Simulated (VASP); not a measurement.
# Ti in VASP: single point with PBE

Aim: the single point of Ti with PBE.

All numbers are computed with VASP 6.6.1; they aren't measurements. Logs are shortened: lines on timing, memory, paths and dates and some standing lists are left out, and cuts for length are marked.

### Step 1. The cell of the first run

The cell holds a wire or tube with vacuum around it, 16 atoms: a = 14.900 Å, b = 16.900 Å, c = 4.650 Å, α = 90.00°, β = 90.00°, γ = 90.00°.

### Step 2. Single point, PBE

The input, INCAR:

```
  PREC = Accurate
  ENCUT = 520
  EDIFF = 1E-7
  ISMEAR = 0
  SIGMA = 0.05
  LREAL = Auto
  LASPH = T
  NELM = 60
  ALGO = Normal
  ISIF = 2
  LWAVE = F
  LCHARG = T
  GGA = PE
  LELF = T
  LVHAR = T
  NBANDS = 110
```

The input, KPOINTS:

```
regular mesh
0
Gamma
  1 1 12
```

The input, POSCAR:

```
Ti
1.0
   14.9000000000      0.0000000000      0.0000000000
    0.0000000000     16.9000000000      0.0000000000
    0.0000000000      0.0000000000      4.6504271811
Ti
16
Direct
    0.3027797244      0.3243174824      0.2500000000
    0.5000000000      0.3243174824      0.2500000000
    0.4013898622      0.4749024975      0.2500000000
    0.3027797244      0.6254875126      0.2500000000
    0.6972202756      0.3243174824      0.2500000000
    0.5986101378      0.4749024975      0.2500000000
    0.5000000000      0.6254875126      0.2500000000
    0.6972202756      0.6254875126      0.2500000000
    0.4013898622      0.2741224774      0.7500000000
    0.3027797244      0.4247074925      0.7500000000
    0.5986101378      0.2741224774      0.7500000000
    0.5000000000      0.4247074925      0.7500000000
    0.4013898622      0.5752925075      0.7500000000
    0.6972202756      0.4247074925      0.7500000000
    0.5986101378      0.5752925075      0.7500000000
    0.5000000000      0.7258775226      0.7500000000
```

Potentials or basis: VASP PAW PBE potentials, release 64 (Ti_sv).

Launch:

```bash
$ cat potpaw_PBE.64/Ti_sv/POTCAR > POTCAR
$ mpirun -np 1 vasp_std > vasp.out
```

OUTCAR:

```text
PREC = Accurate
   ENCUT = 520
   EDIFF = 1E-7
   ISMEAR = 0
   LREAL = Auto
   LASPH = T
   NELM = 60
   ISIF = 2
   GGA = PE

 ion  position               nearest neighbor table
   1  0.303  0.324  0.250-   9 2.88   9 2.88  10 2.88  10 2.88
   2  0.500  0.324  0.250-   9 2.88  11 2.88   9 2.88  11 2.88  12 2.88  12 2.88
   3  0.401  0.475  0.250-  13 2.88  13 2.88  10 2.88  10 2.88  12 2.88  12 2.88
   4  0.303  0.625  0.250-  13 2.88  13 2.88
   5  0.697  0.324  0.250-  11 2.88  11 2.88  14 2.88  14 2.88
   6  0.599  0.475  0.250-  15 2.88  15 2.88  12 2.88  12 2.88  14 2.88  14 2.88
   7  0.500  0.625  0.250-  16 2.88  16 2.88  13 2.88  13 2.88  15 2.88  15 2.88
   8  0.697  0.625  0.250-  15 2.88  15 2.88
   9  0.401  0.274  0.750-   1 2.88   2 2.88   1 2.88   2 2.88
  10  0.303  0.425  0.750-   3 2.88   3 2.88   1 2.88   1 2.88
  11  0.599  0.274  0.750-   2 2.88   5 2.88   2 2.88   5 2.88
  12  0.500  0.425  0.750-   3 2.88   6 2.88   3 2.88   6 2.88   2 2.88   2 2.88
  13  0.401  0.575  0.750-   3 2.88   3 2.88   7 2.88   4 2.88   4 2.88   7 2.88
  14  0.697  0.425  0.750-   6 2.88   6 2.88   5 2.88   5 2.88
  15  0.599  0.575  0.750-   6 2.88   6 2.88   8 2.88   7 2.88   7 2.88   8 2.88
  16  0.500  0.726  0.750-   7 2.88   7 2.88

  LATTYP: Found a simple orthorhombic cell.
 ALAT       =     4.6504271811
 B/A-ratio  =     3.2040067331
 C/A-ratio  =     3.6340747510

  Lattice vectors:

 A1 = (   0.0000000000,   0.0000000000,   4.6504271811)
 A2 = (  14.9000000000,   0.0000000000,   0.0000000000)
 A3 = (   0.0000000000,  16.9000000000,   0.0000000000)

Analysis of symmetry for initial positions (statically):
=====================================================================
 Subroutine PRICEL returns:
 Original cell was already a primitive cell.

 Routine SETGRP: Setting up the symmetry group for a
 simple orthorhombic supercell.

 Subroutine GETGRP returns: Found  4 space group operations
 (whereof  2 operations were pure point group operations)
 out of a pool of  8 trial point group operations.

The static configuration has the point symmetry C_1h.
 The point group associated with its full space group is C_2v.

Analysis of symmetry for dynamics (positions and initial velocities):
=====================================================================
 Subroutine PRICEL returns:
 Original cell was already a primitive cell.

 Routine SETGRP: Setting up the symmetry group for a
[... 122 lines left out ...]
   NFREE  =      0    steps in history (QN), initial steepest desc. (CG)
   ISIF   =      2    stress and relaxation
   ISYM   =      2    0-nonsym 1-usesym 2-fastsym
   POTIM  = 0.5000    time-step for ionic-motion
   TEBEG  =    0.0;   TEEND  =   0.0 temperature during run
   PSTRESS=    0.0 pullay stress
   NELECT =     192.0000    total number of electrons
   NUPDOWN=      -1.0000    fix difference up-down
   EMIN   =  10.00;   EMAX   =-10.00  energy-range for DOS
   EFERMI =   0.00;   METHOD = LEGACY
   ISMEAR =     0;   SIGMA  =   0.05  broadening in eV -4-tet -1-fermi 0-gaus
   EFERMI_NEDOS =   21; number of points for ismear=-14 and -15
   IALGO  =     38    algorithm
   IMIX   =      4    mixing-type and parameters
     AMIX     =   0.40;   BMIX     =  1.00
     AMIX_MAG =   1.60;   BMIX_MAG =  1.00
  volume/ion in A,a.u.               =      73.19       493.90
  Fermi-wavevector in a.u.,A,eV,Ry     =   0.896025  1.693241 10.923576  0.802860
  Thomas-Fermi vector in A             =   2.018431
   LORBIT       =      0    0 simple, 1 ext, 2 COOP (PROOUT), +10 PAW based schemes
   GGA     = PE    functional components
   LHFCALC =     F    Hartree Fock is set to
   AEXX    =    0.0000 exact exchange contribution
   IVDW    =     0    specifies the selected vdW correction
   LEPSILON=     F    determine dielectric tensor
   LRPA    =     F    only Hartree local field effects (RPA)
 non-spin polarized calculation
 Gauss-broadening in eV      SIGMA  =   0.05
  energy-cutoff  :      520.00
  volume of cell :     1171.02
 maximum number of plane-waves:     31573
 NGX is ok and might be reduce to   112
   NGX = 55   NGY = 63   NGZ = 17

 number of electron     192.0000013 magnetization

 Free energy of the ion-electron system (eV)
  ---------------------------------------------------
  ext. energy  EPLUGINS =         0.00000000
  ---------------------------------------------------
  free energy    TOTEN  =      -106.31113471 eV

  energy without entropy =     -106.25167592  energy(sigma->0) =     -106.28140532

 E-fermi :  -0.2265     XC(G=0):  -4.2354

 val. band max:       -0.2312179129   @ k =   0.0000   0.0000   0.0833
 cond. band min:      -0.2170069239   @ k =   0.0000   0.0000   0.1667
 fundamental gap:      0.0142109890
 Fermi energy:        -0.2265417300

 k-point     1 :       0.0000    0.0000    0.0000
  band No.  band energies     occupation
      1     -57.6831      2.00000
      2     -57.6609      2.00000
      3     -57.6607      2.00000
      4     -57.3872      2.00000
      5     -57.3853      2.00000
      6     -57.3378      2.00000
[... 766 lines left out ...]
    107       0.1300      0.00000
    108       0.1320      0.00000
 [bands above 108 left out]

------------------------ aborting loop because EDIFF is reached ----------------------------------------

  FORCE on cell =-STRESS in cart. coord.  units (eV):
  Direction    XX          YY          ZZ          XY          YZ          ZX
  --------------------------------------------------------------------------------------
  -------------------------------------------------------------------------------------
  Total      -19.2657900    -17.1009239    -20.8266350      0.0000000      0.0000000      0.0000000
  in kB      -26.3591610    -23.3972241    -28.4946854      0.0000000      0.0000000      0.0000000
  external PRESSURE =     -26.0836902 kB  Pullay stress =       0.0000000 kB

 VOLUME and BASIS-vectors are now :
 -----------------------------------------------------------------------------
  energy-cutoff  :      520.00
  volume of cell :     1171.02
      direct lattice vectors                 reciprocal lattice vectors
    14.900000000  0.000000000  0.000000000     0.067114094  0.000000000  0.000000000
     0.000000000 16.900000000  0.000000000     0.000000000  0.059171598  0.000000000
     0.000000000  0.000000000  4.650427181     0.000000000  0.000000000  0.215034009

 POSITION                                       TOTAL-FORCE (eV/Angst)
 -----------------------------------------------------------------------------------
      4.51142      5.48097      1.16261         0.873009      0.430841      0.000000
      7.45000      5.48097      1.16261        -0.000000     -0.193543      0.000000
      5.98071      8.02585      1.16261        -0.410146      0.311394      0.000000
      4.51142     10.57074      1.16261         1.599948     -0.802210      0.000000
     10.38858      5.48097      1.16261        -0.873009      0.430841     -0.000000
      8.91929      8.02585      1.16261         0.410146      0.311394      0.000000
[... 8 lines left out ...]
      8.91929      9.72244      3.48782        -0.099646      0.131887      0.000000
      7.45000     12.26733      3.48782        -0.000000     -1.730134      0.000000
 -----------------------------------------------------------------------------------
    total drift:                               -0.000000      0.042782     -0.000006

  FREE ENERGIE OF THE ION-ELECTRON SYSTEM (eV)
  ---------------------------------------------------
  free  energy   TOTEN  =      -106.3111347143 eV

  energy  without entropy=     -106.2516759165  energy(sigma->0) =     -106.28140532
```

OSZICAR:

```text
N       E                     dE             d eps       ncg     rms          rms(c)
DAV:   1     0.216277359174E+04    0.21628E+04   -0.10119E+05  2044   0.160E+03
DAV:   2     0.210797532649E+03   -0.19520E+04   -0.19214E+04  1566   0.519E+02
DAV:   3    -0.702082233453E+02   -0.28101E+03   -0.27409E+03  2408   0.165E+02
[... 26 lines left out ...]
DAV:  30    -0.106311082339E+03   -0.39701E-04   -0.47883E-06  2120   0.865E-03    0.373E-03
DAV:  31    -0.106311115988E+03   -0.33648E-04   -0.37569E-06  1712   0.732E-03    0.567E-03
DAV:  32    -0.106311127701E+03   -0.11713E-04   -0.11123E-06  1520   0.449E-03    0.258E-03
DAV:  33    -0.106311131798E+03   -0.40967E-05   -0.38701E-07  1424   0.286E-03    0.675E-04
DAV:  34    -0.106311134752E+03   -0.29545E-05   -0.55836E-07  1312   0.178E-03    0.138E-03
DAV:  35    -0.106311134714E+03    0.38039E-07   -0.57993E-08  1096   0.130E-03
   1 F= -.10631113E+03 E0= -.10628141E+03  d E =-.594588E-01
```

stdout:

```text
POSCAR found type information on POSCAR Ti
 POSCAR found :  1 types and      16 ions
 scaLAPACK will be used
 LDA part: xc-table for (Slater+PW92), standard interpolation
 POSCAR, INCAR and KPOINTS ok, starting setup
 FFT: planning ... GRIDC
 FFT: planning ... GRID_SOFT
 FFT: planning ... GRID
 WAVECAR not read
 entering main loop
```

Wall time 26 min (1 thread of Intel Xeon 6975P-C (Granite Rapids), shared host); peak memory 1.2 GiB.

Results:

| Property | Result |
| --- | --- |
| Free energy | -106.3111 eV |
| Largest force | 1.790 eV/Å |
| Band gap on the k mesh | zero (bands 96 and 97 overlap by 0.02 eV) |

Forces in eV/Å, atoms in the order of the input:
```
Ti   0.873  0.431  0.000
Ti   0.000 -0.194  0.000
Ti  -0.410  0.311  0.000
Ti   1.600 -0.802  0.000
Ti  -0.873  0.431  0.000
Ti   0.410  0.311  0.000
Ti   0.000  0.038  0.000
Ti  -1.600 -0.802  0.000
Ti   0.689  0.565  0.000
Ti   0.577  0.370  0.000
Ti  -0.689  0.565  0.000
Ti   0.000 -0.129  0.000
Ti   0.100  0.132  0.000
Ti  -0.577  0.370  0.000
Ti  -0.100  0.132  0.000
Ti   0.000 -1.730  0.000
```
